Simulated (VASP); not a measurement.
# AlN in VASP: a series of runs

AlN is run at these levels: r2SCAN, PBEsol, HSE06; tasks: single point.

Everything below comes from runs of VASP 6.6.1. Logs are shortened: lines on timing, memory, paths and dates and some standing lists are left out, and cuts for length are marked.

### 1 The cell of the first run

The cell holds layers of an interface, 4 atoms: a = 3.096 Å, b = 4.378 Å, c = 3.096 Å, α = 90.00°, β = 90.00°, γ = 90.00°.

### 2 Single point, r2SCAN

Contents of POSCAR:

```
AlN
1.0
    2.1888610000     -2.1888610000      0.0000000000
    0.0000000000      0.0000000000      4.3777220000
   -2.1888610000     -2.1888610000      0.0000000000
Al N
2 2
Direct
    0.0000000000      0.0000000000      0.0000000000
    0.5000000000      0.5000000000      0.5000000000
    0.0000000000      0.2500000000      0.5000000000
    0.5000000000      0.7500000000      0.0000000000
```

Contents of INCAR.step1:

```
  PREC = Accurate
  ENCUT = 580
  ISMEAR = -1
  SIGMA = 0.05
  LREAL = F
  LASPH = T
  NELM = 120
  NBANDS = 16
  GGA = PE
  ALGO = Normal
  EDIFF = 1E-5
  LWAVE = T
  LCHARG = F
  GGA_COMPAT = F
```

Contents of INCAR.step2:

```
  PREC = Accurate
  ENCUT = 580
  EDIFF = 1E-6
  ISMEAR = -1
  SIGMA = 0.05
  LREAL = F
  LASPH = T
  NELM = 120
  ALGO = Normal
  ISIF = 2
  LWAVE = F
  LCHARG = F
  METAGGA = R2SCAN
  LMIXTAU = T
  NBANDS = 16
  ISTART = 1
  GGA_COMPAT = F
```

Contents of KPOINTS:

```
regular mesh
0
Gamma
  4 3 4
```

Potentials or basis: VASP PAW PBE potentials, release 64 (Al, N).

The run is started by

```bash
$ cat potpaw_PBE.64/Al/POTCAR potpaw_PBE.64/N/POTCAR > POTCAR
$ cp INCAR.step1 INCAR
$ mpirun -np 1 vasp_std > vasp.out
$ cp INCAR.step2 INCAR
$ mpirun -np 1 vasp_std > vasp.out
```

OUTCAR:

```text
PREC = Accurate
   ENCUT = 580
   EDIFF = 1E-6
   ISMEAR = -1
   LREAL = F
   LASPH = T
   NELM = 120
   ISIF = 2
   METAGGA = R2SCAN
   ISTART = 1

 ion  position               nearest neighbor table
   1  0.000  0.000  0.000-   3 1.90   4 1.90   3 1.90   4 1.90   2 3.10   2 3.10   2 3.10   2 3.10
                             2 3.10   2 3.10   2 3.10   2 3.10
   2  0.500  0.500  0.500-   3 1.90   4 1.90   4 1.90   3 1.90   1 3.10   1 3.10   1 3.10   1 3.10
                             1 3.10   1 3.10   1 3.10   1 3.10
   3  0.000  0.250  0.500-   1 1.90   2 1.90   1 1.90   2 1.90
   4  0.500  0.750  0.000-   1 1.90   2 1.90   2 1.90   1 1.90

  LATTYP: Found a simple tetragonal cell.
 ALAT       =     3.0955169123
 C/A-ratio  =     1.4142135624

  Lattice vectors:

 A1 = (  -2.1888610000,   2.1888610000,   0.0000000000)
 A2 = (  -2.1888610000,  -2.1888610000,   0.0000000000)
 A3 = (   0.0000000000,   0.0000000000,   4.3777220000)

Analysis of symmetry for initial positions (statically):
=====================================================================
 Subroutine PRICEL returns following result:

  LATTYP: Found a face centered cubic cell.
 ALAT       =     4.3777220000

  Lattice vectors:

 A1 = (  -2.1888610000,   0.0000000000,   2.1888610000)
 A2 = (  -2.1888610000,  -2.1888610000,   0.0000000000)
 A3 = (   0.0000000000,  -2.1888610000,   2.1888610000)

   2 primitive cells build up your supercell.

 Routine SETGRP: Setting up the symmetry group for a
 simple tetragonal supercell.

 Subroutine GETGRP returns: Found  8 space group operations
 (whereof  8 operations were pure point group operations)
 out of a pool of 16 trial point group operations.

The static configuration has the point symmetry D_2d.

Analysis of symmetry for dynamics (positions and initial velocities):
=====================================================================
 Subroutine PRICEL returns following result:

  LATTYP: Found a face centered cubic cell.
 ALAT       =     4.3777220000

  Lattice vectors:

 A1 = (  -2.1888610000,   0.0000000000,   2.1888610000)
 A2 = (  -2.1888610000,  -2.1888610000,   0.0000000000)
 A3 = (   0.0000000000,  -2.1888610000,   2.1888610000)

   2 primitive cells build up your supercell.

 Routine SETGRP: Setting up the symmetry group for a
 simple tetragonal supercell.

 Subroutine GETGRP returns: Found  8 space group operations
 (whereof  8 operations were pure point group operations)
 out of a pool of 16 trial point group operations.

The dynamic configuration has the point symmetry D_2d.

 Subroutine INISYM returns: Found  8 space group operations
 (whereof  8 operations are pure point group operations),
 and found     2 'primitive' translations

----------------------------------------------------------------------------------------

                                     Primitive cell

  volume of cell :      20.9742

  direct lattice vectors                    reciprocal lattice vectors
    -2.188861000  0.000000000  2.188861000    -0.228429306  0.228429306  0.228429306
    -2.188861000 -2.188861000  0.000000000    -0.228429306 -0.228429306 -0.228429306
     0.000000000 -2.188861000  2.188861000     0.228429306 -0.228429306  0.228429306

  length of vectors
     3.095516912  3.095516912  3.095516912     0.395651165  0.395651165  0.395651165

  position of ions in fractional coordinates (direct lattice)
     0.000000000  0.000000000  0.000000000
     0.250000000  0.250000000  0.250000000

  ion indices of the primitive-cell ions
   primitive index   ion index
                 1           1
                 2           3

----------------------------------------------------------------------------------------

 KPOINTS: regular mesh

Automatic generation of k-mesh.
 Grid dimensions read from file:
 generate k-points for:    4    3    4

 Generating k-lattice:

  Cartesian coordinates                     Fractional coordinates (reciprocal lattice)
     0.057107327 -0.057107327  0.000000000     0.250000000  0.000000000  0.000000000
     0.000000000  0.000000000  0.076143102     0.000000000  0.333333333  0.000000000
    -0.057107327 -0.057107327  0.000000000     0.000000000  0.000000000  0.250000000

  Length of vectors
     0.080761956  0.076143102  0.080761956

  Shift w.r.t. Gamma in fractional coordinates (k-lattice)
     0.000000000  0.000000000  0.000000000

 Subroutine IBZKPT returns following result:
 ===========================================

 Found     12 irreducible k-points:

 Following reciprocal coordinates:
            Coordinates               Weight
  0.000000  0.000000  0.000000      1.000000
  0.250000  0.000000  0.000000      4.000000
  0.500000  0.000000  0.000000      2.000000
  0.000000  0.333333  0.000000      2.000000
  0.250000  0.333333  0.000000      8.000000
  0.500000  0.333333  0.000000      4.000000
  0.250000  0.000000  0.250000      4.000000
  0.500000  0.000000  0.250000      4.000000
  0.250000  0.333333  0.250000      8.000000
  0.500000  0.333333  0.250000      8.000000
  0.500000  0.000000  0.500000      1.000000
  0.500000  0.333333  0.500000      2.000000
   k-points           NKPTS =     12   k-points in BZ     NKDIM =     12   number of bands    NBANDS=     16
   number of dos      NEDOS =    301   number of ions     NIONS =      4
   total plane-waves  NPLWV =  20736
   dimension x,y,z NGX =    24 NGY =   36 NGZ =   24
   dimension x,y,z NGXF=    48 NGYF=   72 NGZF=   48
   ions per type =               2   2
   NGX,Y,Z   is equivalent  to a cutoff of  12.89, 13.67, 12.89 a.u.
   NGXF,Y,Z  is equivalent  to a cutoff of  25.78, 27.34, 25.78 a.u.
 SYSTEM =  unknown system
   PREC   = accura    normal or accurate (medium, high low for compatibility)
   ISTART =      1    job   : 0-new  1-cont  2-samecut
   ICHARG =      0    charge: 1-file 2-atom 10-const
   ISPIN  =      1    spin polarized calculation?
   LNONCOLLINEAR =      F non collinear calculations
   LSORBIT =      F    spin-orbit coupling
   LASPH  =      T    aspherical Exc in radial PAW
   ENCUT  =  580.0 eV  42.63 Ry    6.53 a.u.   6.08  8.60  6.08*2*pi/ulx,y,z
   NELM   =    120;   NELMIN=  2; NELMDL=  0     # of ELM steps
   EDIFF  = 0.1E-05   stopping-criterion for ELM
   LREAL  =      F    real-space projection
   EDIFFG = 0.1E-04   stopping-criterion for IOM
   NSW    =      0    number of steps for IOM
   IBRION =     -1    ionic relax: 0-MD 1-quasi-New 2-CG
   NFREE  =      0    steps in history (QN), initial steepest desc. (CG)
   ISIF   =      2    stress and relaxation
   ISYM   =      2    0-nonsym 1-usesym 2-fastsym
   POTIM  = 0.5000    time-step for ionic-motion
   TEBEG  =    0.0;   TEEND  =   0.0 temperature during run
   PSTRESS=    0.0 pullay stress
   NELECT =      16.0000    total number of electrons
   NUPDOWN=      -1.0000    fix difference up-down
   EMIN   =  10.00;   EMAX   =-10.00  energy-range for DOS
   EFERMI =   0.00;   METHOD = LEGACY
   ISMEAR =    -1;   SIGMA  =   0.05  broadening in eV -4-tet -1-fermi 0-gaus
   EFERMI_NEDOS =   21; number of points for ismear=-14 and -15
   IALGO  =     38    algorithm
   IMIX   =      4    mixing-type and parameters
     AMIX     =   0.40;   BMIX     =  1.00
     AMIX_MAG =   1.60;   BMIX_MAG =  1.00
  volume/ion in A,a.u.               =      10.49        70.77
  Fermi-wavevector in a.u.,A,eV,Ry     =   1.187253  2.243583 19.178363  1.409570
  Thomas-Fermi vector in A             =   2.323408
   LORBIT       =      0    0 simple, 1 ext, 2 COOP (PROOUT), +10 PAW based schemes
   METAGGA = R2SCAN    functional components
   LHFCALC =     F    Hartree Fock is set to
   AEXX    =    0.0000 exact exchange contribution
   IVDW    =     0    specifies the selected vdW correction
   LEPSILON=     F    determine dielectric tensor
   LRPA    =     F    only Hartree local field effects (RPA)
 non-spin polarized calculation
  energy-cutoff  :      580.00
  volume of cell :       41.95
 maximum number of plane-waves:      1348
   NGX = 13   NGY = 17   NGZ = 13

 number of electron      15.9999998 magnetization

 Free energy of the ion-electron system (eV)
  ---------------------------------------------------
  ext. energy  EPLUGINS =         0.00000000
  ---------------------------------------------------
  free energy    TOTEN  =       -38.33653803 eV

  energy without entropy =      -38.33653803  energy(sigma->0) =      -38.33653803

 E-fermi :   6.8156     XC(G=0): -11.3855

 val. band max:        5.6399376086   @ k =   0.0000   0.0000   0.0000
 cond. band min:       9.5610853719   @ k =   0.5000   0.0000   0.5000
 fundamental gap:      3.9211477633
 Fermi energy:         6.8156359686

 k-point     1 :       0.0000    0.0000    0.0000
  band No.  band energies     occupation
      1     -10.0649      2.00000
      2      -7.4464      2.00000
      3       0.7066      2.00000
      4       3.8390      2.00000
      5       3.8390      2.00000
      6       5.6397      2.00000
[... 8 lines left out ...]
     15      20.7423      0.00000
     16      22.5012      0.00000

 k-point     2 :       0.2500    0.0000    0.0000
  band No.  band energies     occupation
      1      -9.4826      2.00000
      2      -7.4675      2.00000
      3       1.3700      2.00000
      4       2.0061      2.00000
      5       3.4075      2.00000
      6       4.2508      2.00000
[... 8 lines left out ...]
     15      19.7872      0.00000
     16      20.7546      0.00000

 k-point     3 :       0.5000    0.0000    0.0000
  band No.  band energies     occupation
      1      -8.1872      2.00000
      2      -8.1872      2.00000
      3       1.2616      2.00000
      4       1.2616      2.00000
      5       3.1540      2.00000
      6       3.1540      2.00000
[... 8 lines left out ...]
     15      18.9345      0.00000
     16      18.9345      0.00000
[... 134 lines left out ...]
 k-point    11 :       0.5000    0.0000    0.5000
  band No.  band energies     occupation
      1      -7.4469      2.00000
      2      -7.4469      2.00000
      3       0.7081      2.00000
      4       0.7081      2.00000
      5       3.8390      2.00000
      6       3.8390      2.00000
[... 8 lines left out ...]
     15      22.5010      0.00000
     16      22.5018      0.00000

 k-point    12 :       0.5000    0.3333    0.5000
  band No.  band energies     occupation
      1      -7.4097      2.00000
      2      -7.4097      2.00000
      3       1.3080      2.00000
      4       1.3080      2.00000
      5       2.8415      2.00000
      6       2.8415      2.00000
[... 8 lines left out ...]
     15      19.7262      0.00000
     16      19.7262      0.00000

------------------------ aborting loop because EDIFF is reached ----------------------------------------

  FORCE on cell =-STRESS in cart. coord.  units (eV):
  Direction    XX          YY          ZZ          XY          YZ          ZX
  --------------------------------------------------------------------------------------
  -------------------------------------------------------------------------------------
  Total       -0.3308861     -0.3308861     -0.4758153      0.0000000     -0.0000000      0.0000000
  in kB      -12.6378904    -12.6378904    -18.1733279      0.0000000     -0.0000000      0.0000000
  external PRESSURE =     -14.4830363 kB  Pullay stress =       0.0000000 kB

 VOLUME and BASIS-vectors are now :
 -----------------------------------------------------------------------------
  energy-cutoff  :      580.00
  volume of cell :       41.95
      direct lattice vectors                 reciprocal lattice vectors
     2.188861000 -2.188861000  0.000000000     0.228429306 -0.228429306  0.000000000
     0.000000000  0.000000000  4.377722000     0.000000000  0.000000000  0.228429306
    -2.188861000 -2.188861000  0.000000000    -0.228429306 -0.228429306  0.000000000

 POSITION                                       TOTAL-FORCE (eV/Angst)
 -----------------------------------------------------------------------------------
      0.00000      0.00000      0.00000         0.000000     -0.000000     -0.000000
      0.00000     -2.18886      2.18886         0.000000     -0.000000     -0.000000
     -1.09443     -1.09443      1.09443         0.000000      0.000000      0.000000
      1.09443     -1.09443      3.28329        -0.000000      0.000000      0.000000
 -----------------------------------------------------------------------------------
    total drift:                                0.000000      0.000000     -0.000000

  FREE ENERGIE OF THE ION-ELECTRON SYSTEM (eV)
  ---------------------------------------------------
  free  energy   TOTEN  =       -38.3365380324 eV

  energy  without entropy=      -38.3365380324  energy(sigma->0) =      -38.33653803
```

Wall time 24 s (1 thread of AMD EPYC 9R45 (Zen 5), shared host); peak memory 0.13 GiB.

What came out:

```
Free energy            : -38.3365 eV
Pressure               : -1.4 GPa
Band gap on the k mesh : 3.92 eV
```

Caveat: the k points lie up to 0.51 Å⁻¹ apart; the PAW data sets were made with another functional, which shifts forces and pressure a little.

(Continued in part 2 of 2.)
